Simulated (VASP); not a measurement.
# Ti (Im-3m) in VASP: a series of runs

Runs on Ti. Level: PBE. Tasks: single point.

Everything below comes from runs of VASP 6.6.1. Logs are shortened: lines on timing, memory, paths and dates and some standing lists are left out, and cuts for length are marked.

### 1 The cell of the first run

The structure is cubic, space group Im-3m (No. 229). Conventional cell: a = 3.307 Å, b = 3.307 Å, c = 3.307 Å, α = 90.00°, β = 90.00°, γ = 90.00°. Ti (site symmetry m-3m) has 14 Ti at 2.86 to 3.31 Å within 3.8 Å.

### 2 Single point, PBE

The input, INCAR:

```
SYSTEM = Ti
ALGO     = Normal         ! electronic algorithm
EDIFF    = 1E-6           ! SCF threshold, eV
ENCUT    = 500            ! plane-wave cutoff, eV
GGA      = PE             ! functional
GGA_COMPAT= .FALSE.      
ISIF     = 2              ! what is computed and relaxed
ISMEAR   = -1             ! smearing method
LASPH    = .TRUE.         ! aspherical terms in the spheres
LCHARG   = .FALSE.        ! write CHGCAR
LREAL    = .FALSE.        ! projectors in reciprocal space
LWAVE    = .FALSE.        ! write WAVECAR
NBANDS   = 12             ! bands
NELM     = 120            ! most SCF steps
PREC     = Accurate       ! precision mode
SIGMA    = 0.05           ! smearing width, eV
```

The input, KPOINTS:

```
k-points
0
G
  6 6 6
  0 0 0
```

The input, POSCAR:

```
Ti
1.0
   -1.6532500000      1.6532500000      1.6532500000
    1.6532500000     -1.6532500000      1.6532500000
    1.6532500000      1.6532500000     -1.6532500000
Ti
1
Direct
    0.0000000000      0.0000000000      0.0000000000
```

Potentials or basis: VASP PAW PBE potentials, release 64 (Ti_sv).

On the command line:

```
$ cat potpaw_PBE.64/Ti_sv/POTCAR > POTCAR
$ mpirun -np 1 vasp_std > vasp.out
```

OUTCAR:

```text
SYSTEM = Ti
   EDIFF = 1E-6
   ENCUT = 500
   GGA = PE
   ISIF = 2
   ISMEAR = -1
   LASPH = .TRUE.
   LREAL = .FALSE.
   NELM = 120
   PREC = Accurate

 ion  position               nearest neighbor table
   1  0.000  0.000  0.000-

  LATTYP: Found a body centered cubic cell.
 ALAT       =     3.3065000000

  Lattice vectors:

 A1 = (  -1.6532500000,   1.6532500000,   1.6532500000)
 A2 = (   1.6532500000,  -1.6532500000,   1.6532500000)
 A3 = (   1.6532500000,   1.6532500000,  -1.6532500000)

Analysis of symmetry for initial positions (statically):
=====================================================================
 Subroutine PRICEL returns:
 Original cell was already a primitive cell.

 Routine SETGRP: Setting up the symmetry group for a
 body centered cubic supercell.

 Subroutine GETGRP returns: Found 48 space group operations
[... 9 lines left out ...]

 Routine SETGRP: Setting up the symmetry group for a
 body centered cubic supercell.

 Subroutine GETGRP returns: Found 48 space group operations
[... 11 lines left out ...]
                                     Primitive cell

  volume of cell :      18.0749

  direct lattice vectors                    reciprocal lattice vectors
    -1.653250000  1.653250000  1.653250000     0.000000000  0.302434599  0.302434599
     1.653250000 -1.653250000  1.653250000     0.302434599  0.000000000  0.302434599
     1.653250000  1.653250000 -1.653250000     0.302434599  0.302434599  0.000000000

  length of vectors
     2.863512998  2.863512998  2.863512998     0.427707111  0.427707111  0.427707111

  position of ions in fractional coordinates (direct lattice)
     0.000000000  0.000000000  0.000000000

  ion indices of the primitive-cell ions
   primitive index   ion index
                 1           1

----------------------------------------------------------------------------------------

 KPOINTS: k-points

Automatic generation of k-mesh.
 Grid dimensions read from file:
 generate k-points for:    6    6    6

 Generating k-lattice:

  Cartesian coordinates                     Fractional coordinates (reciprocal lattice)
     0.000000000  0.050405766  0.050405766     0.166666667  0.000000000  0.000000000
     0.050405766  0.000000000  0.050405766     0.000000000  0.166666667  0.000000000
     0.050405766  0.050405766  0.000000000     0.000000000  0.000000000  0.166666667

  Length of vectors
     0.071284518  0.071284518  0.071284518

  Shift w.r.t. Gamma in fractional coordinates (k-lattice)
     0.000000000  0.000000000  0.000000000

 Subroutine IBZKPT returns following result:
 ===========================================

 Found     16 irreducible k-points:

 Following reciprocal coordinates:
            Coordinates               Weight
  0.000000  0.000000  0.000000      1.000000
  0.166667  0.000000  0.000000     12.000000
  0.333333  0.000000  0.000000     12.000000
  0.500000  0.000000  0.000000      6.000000
  0.166667  0.166667  0.000000     24.000000
  0.333333  0.166667 -0.000000     48.000000
[... 8 lines left out ...]
  0.500000  0.500000  0.333333     12.000000
  0.500000  0.500000  0.500000      1.000000
   k-points           NKPTS =     16   k-points in BZ     NKDIM =     16   number of bands    NBANDS=     12
   number of dos      NEDOS =    301   number of ions     NIONS =      1
   total plane-waves  NPLWV =  13824
   dimension x,y,z NGX =    24 NGY =   24 NGZ =   24
   dimension x,y,z NGXF=    48 NGYF=   48 NGZF=   48
   ions per type =               1
   NGX,Y,Z   is equivalent  to a cutoff of  13.93, 13.93, 13.93 a.u.
   NGXF,Y,Z  is equivalent  to a cutoff of  27.87, 27.87, 27.87 a.u.
 SYSTEM =  Ti
   PREC   = accura    normal or accurate (medium, high low for compatibility)
   ISTART =      0    job   : 0-new  1-cont  2-samecut
   ICHARG =      2    charge: 1-file 2-atom 10-const
   ISPIN  =      1    spin polarized calculation?
   LNONCOLLINEAR =      F non collinear calculations
   LSORBIT =      F    spin-orbit coupling
   LASPH  =      T    aspherical Exc in radial PAW
   ENCUT  =  500.0 eV  36.75 Ry    6.06 a.u.   5.22  5.22  5.22*2*pi/ulx,y,z
   NELM   =    120;   NELMIN=  2; NELMDL= -5     # of ELM steps
   EDIFF  = 0.1E-05   stopping-criterion for ELM
   LREAL  =      F    real-space projection
   EDIFFG = 0.1E-04   stopping-criterion for IOM
   NSW    =      0    number of steps for IOM
   IBRION =     -1    ionic relax: 0-MD 1-quasi-New 2-CG
   NFREE  =      0    steps in history (QN), initial steepest desc. (CG)
   ISIF   =      2    stress and relaxation
   ISYM   =      2    0-nonsym 1-usesym 2-fastsym
   POTIM  = 0.5000    time-step for ionic-motion
   TEBEG  =    0.0;   TEEND  =   0.0 temperature during run
   PSTRESS=    0.0 pullay stress
   NELECT =      12.0000    total number of electrons
   NUPDOWN=      -1.0000    fix difference up-down
   EMIN   =  10.00;   EMAX   =-10.00  energy-range for DOS
   EFERMI =   0.00;   METHOD = LEGACY
   ISMEAR =    -1;   SIGMA  =   0.05  broadening in eV -4-tet -1-fermi 0-gaus
   EFERMI_NEDOS =   21; number of points for ismear=-14 and -15
   IALGO  =     38    algorithm
   IMIX   =      4    mixing-type and parameters
     AMIX     =   0.40;   BMIX     =  1.00
     AMIX_MAG =   1.60;   BMIX_MAG =  1.00
  volume/ion in A,a.u.               =      18.07       121.98
  Fermi-wavevector in a.u.,A,eV,Ry     =   1.428160  2.698830 27.750982  2.039640
  Thomas-Fermi vector in A             =   2.548251
   LORBIT       =      0    0 simple, 1 ext, 2 COOP (PROOUT), +10 PAW based schemes
   GGA     = PE    functional components
   LHFCALC =     F    Hartree Fock is set to
   AEXX    =    0.0000 exact exchange contribution
   IVDW    =     0    specifies the selected vdW correction
   LEPSILON=     F    determine dielectric tensor
   LRPA    =     F    only Hartree local field effects (RPA)
 non-spin polarized calculation
  energy-cutoff  :      500.00
  volume of cell :       18.07
 maximum number of plane-waves:       468
 NGX is ok and might be reduce to    24
   NGX = 11   NGY = 11   NGZ = 11

 number of electron      12.0000003 magnetization

 Free energy of the ion-electron system (eV)
  ---------------------------------------------------
  ext. energy  EPLUGINS =         0.00000000
  ---------------------------------------------------
  free energy    TOTEN  =        -7.70323604 eV

  energy without entropy =       -7.67845548  energy(sigma->0) =       -7.69084576

 E-fermi :   7.7043     XC(G=0): -11.3097

 val. band max:        7.6065860756   @ k =   0.3333   0.0000   0.0000
 cond. band min:       7.7565530103   @ k =   0.1667   0.1667   0.0000
 fundamental gap:      0.1499669347
 Fermi energy:         7.7042543897

 k-point     1 :       0.0000    0.0000    0.0000
  band No.  band energies     occupation
      1     -48.9500      2.00000
      2     -24.8493      2.00000
      3     -24.8493      2.00000
      4     -24.8493      2.00000
      5       1.8161      2.00000
      6       8.6202      0.00000
      7       8.6202      0.00000
      8       8.6202      0.00000
      9      10.2870      0.00000
     10      10.2870      0.00000
     11      24.8093      0.00000
     12      24.8093      0.00000

 k-point     2 :       0.1667    0.0000    0.0000
  band No.  band energies     occupation
      1     -48.9223      2.00000
      2     -25.0009      2.00000
      3     -24.8967      2.00000
      4     -24.8501      2.00000
      5       2.6937      2.00000
      6       8.2560      0.00003
      7       8.4260      0.00000
      8       9.2495      0.00000
      9      10.0066      0.00000
     10      10.3210      0.00000
     11      23.0710      0.00000
     12      24.2360      0.00000

 k-point     3 :       0.3333    0.0000    0.0000
  band No.  band energies     occupation
      1     -48.8667      2.00000
      2     -25.2951      2.00000
      3     -24.9903      2.00000
      4     -24.8518      2.00000
      5       4.6168      2.00000
      6       7.6066      1.75163
      7       7.9737      0.00909
      8      10.1491      0.00000
      9      10.4733      0.00000
     10      10.7551      0.00000
     11      18.7191      0.00000
     12      21.9380      0.00000

 k-point     4 :       0.5000    0.0000    0.0000
  band No.  band energies     occupation
      1     -48.8386      2.00000
      2     -25.4381      2.00000
      3     -25.0365      2.00000
      4     -24.8526      2.00000
      5       5.3184      2.00000
      6       7.3132      1.99920
      7       8.7052      0.00000
      8      10.2681      0.00000
      9      10.5993      0.00000
     10      11.7164      0.00000
     11      16.0048      0.00000
     12      20.8189      0.00000

 k-point     5 :       0.1667    0.1667    0.0000
  band No.  band energies     occupation
      1     -48.8807      2.00000
      2     -25.1996      2.00000
      3     -24.9583      2.00000
      4     -24.8840      2.00000
      5       4.1888      2.00000
      6       7.7566      0.52000
      7       7.8851      0.05230
      8       9.8519      0.00000
      9      10.4536      0.00000
     10      10.5804      0.00000
     11      21.0416      0.00000
     12      21.3893      0.00000

 k-point     6 :       0.3333    0.1667   -0.0000
  band No.  band energies     occupation
      1     -48.8387      2.00000
      2     -25.3631      2.00000
      3     -25.0711      2.00000
      4     -24.8968      2.00000
      5       5.7317      2.00000
      6       7.3300      1.99888
      7       7.7652      0.45601
      8      10.1502      0.00000
      9      10.6961      0.00000
     10      12.3021      0.00000
     11      16.8678      0.00000
     12      19.5816      0.00000

 k-point     7 :       0.3333    0.3333    0.0000
  band No.  band energies     occupation
      1     -48.8247      2.00000
      2     -25.2535      2.00000
      3     -25.2535      2.00000
      4     -24.9225      2.00000
      5       6.7730      2.00000
      6       7.1625      1.99996
      7       7.1625      1.99996
      8      10.4962      0.00000
      9      10.4962      0.00000
     10      15.2348      0.00000
     11      15.2348      0.00000
     12      16.4066      0.00000

 k-point     8 :       0.1667    0.1667    0.1667
  band No.  band energies     occupation
      1     -48.8486      2.00000
      2     -25.3126      2.00000
      3     -24.9825      2.00000
      4     -24.9825      2.00000
      5       5.9171      2.00000
      6       7.1936      1.99993
      7       7.1936      1.99993
      8      10.4779      0.00000
      9      10.4779      0.00000
     10      12.4529      0.00000
     11      19.1727      0.00000
     12      19.1727      0.00000
[... 46 lines left out ...]
 k-point    12 :       0.5000    0.5000    0.1667
  band No.  band energies     occupation
      1     -48.8190      2.00000
      2     -25.3932      2.00000
      3     -25.0924      2.00000
      4     -24.9561      2.00000
      5       5.9106      2.00000
      6       7.4066      1.99482
      7       8.0188      0.00370
      8       9.5612      0.00000
      9      11.6325      0.00000
     10      12.3174      0.00000
     11      15.9111      0.00000
     12      21.0149      0.00000

 k-point    13 :      -0.3333    0.5000    0.1667
  band No.  band energies     occupation
      1     -48.8093      2.00000
      2     -25.3186      2.00000
      3     -25.1847      2.00000
      4     -24.9955      2.00000
      5       6.3999      2.00000
      6       6.7705      2.00000
      7       8.1286      0.00041
      8       9.9710      0.00000
      9      10.8887      0.00000
     10      13.2408      0.00000
     11      17.4577      0.00000
     12      17.4621      0.00000

 k-point    14 :      -0.3333    0.3333    0.3333
  band No.  band energies     occupation
      1     -48.8016      2.00000
      2     -25.2347      2.00000
      3     -25.1501      2.00000
      4     -25.1501      2.00000
      5       5.9766      2.00000
      6       6.6708      2.00000
      7       9.6303      0.00000
      8       9.6303      0.00000
      9      10.6267      0.00000
     10      12.0487      0.00000
     11      19.3255      0.00000
     12      19.3255      0.00000

 k-point    15 :       0.5000    0.5000    0.3333
  band No.  band energies     occupation
      1     -48.7797      2.00000
      2     -25.3025      2.00000
      3     -25.2024      2.00000
      4     -25.1580      2.00000
      5       6.0857      2.00000
      6       6.1473      2.00000
      7       9.8634      0.00000
      8      10.0809      0.00000
      9      11.4682      0.00000
     10      14.5983      0.00000
     11      15.7581      0.00000
     12      17.7057      0.00000

 k-point    16 :       0.5000    0.5000    0.5000
  band No.  band energies     occupation
      1     -48.7600      2.00000
      2     -25.2567      2.00000
      3     -25.2567      2.00000
      4     -25.2567      2.00000
      5       5.6985      2.00000
      6       5.6985      2.00000
      7      11.3877      0.00000
      8      11.3877      0.00000
      9      11.3877      0.00000
     10      15.7415      0.00000
     11      15.7415      0.00000
     12      15.7415      0.00000

------------------------ aborting loop because EDIFF is reached ----------------------------------------

  FORCE on cell =-STRESS in cart. coord.  units (eV):
  Direction    XX          YY          ZZ          XY          YZ          ZX
  --------------------------------------------------------------------------------------
  -------------------------------------------------------------------------------------
  Total       -0.5157241     -0.5157241     -0.5157241      0.0000000      0.0000000      0.0000000
  in kB      -45.7143392    -45.7143392    -45.7143392      0.0000000      0.0000000      0.0000000
  external PRESSURE =     -45.7143392 kB  Pullay stress =       0.0000000 kB

 VOLUME and BASIS-vectors are now :
 -----------------------------------------------------------------------------
  energy-cutoff  :      500.00
  volume of cell :       18.07
      direct lattice vectors                 reciprocal lattice vectors
    -1.653250000  1.653250000  1.653250000     0.000000000  0.302434599  0.302434599
     1.653250000 -1.653250000  1.653250000     0.302434599  0.000000000  0.302434599
     1.653250000  1.653250000 -1.653250000     0.302434599  0.302434599  0.000000000

 POSITION                                       TOTAL-FORCE (eV/Angst)
 -----------------------------------------------------------------------------------
      0.00000      0.00000      0.00000        -0.000000     -0.000000     -0.000000
 -----------------------------------------------------------------------------------
    total drift:                                0.000000      0.000000      0.000000

  FREE ENERGIE OF THE ION-ELECTRON SYSTEM (eV)
  ---------------------------------------------------
  free  energy   TOTEN  =        -7.7032360415 eV

  energy  without entropy=       -7.6784554807  energy(sigma->0) =       -7.69084576
```

Run time: 3.9 s. Hardware: 1 thread of Intel Xeon 6975P-C, shared host; peak memory 0.13 GiB.

Results:

```yaml
Free_energy: -7.7032 eV
Pressure: -4.6 GPa
Band_gap_on_the_k_mesh: zero (band 6 reaches 8.62 eV, above the bottom of band 7 at 7.16 eV)
```

Levels at points of the mesh, in eV from the Fermi level:
| k point | band 2 | band 3 | band 4 | band 5 | band 6 | band 7 | band 8 | band 9 | band 10 | band 11 |
| --- | --- | --- | --- | --- | --- | --- | --- | --- | --- | --- |
| (0.00, 0.00, 0.00) | -32.55 | -32.55 | -32.55 | -5.89 | 0.92 | 0.92 | 0.92 | 2.58 | 2.58 | 17.11 |
| (0.50, 0.00, 0.00) | -33.14 | -32.74 | -32.56 | -2.39 | -0.39 | 1.00 | 2.56 | 2.90 | 4.01 | 8.30 |
| (0.50, 0.50, 0.50) | -32.96 | -32.96 | -32.96 | -2.01 | -2.01 | 3.68 | 3.68 | 3.68 | 8.04 | 8.04 |

Caveat: the k points lie up to 0.45 Å⁻¹ apart.

[end of part 1 of 2]
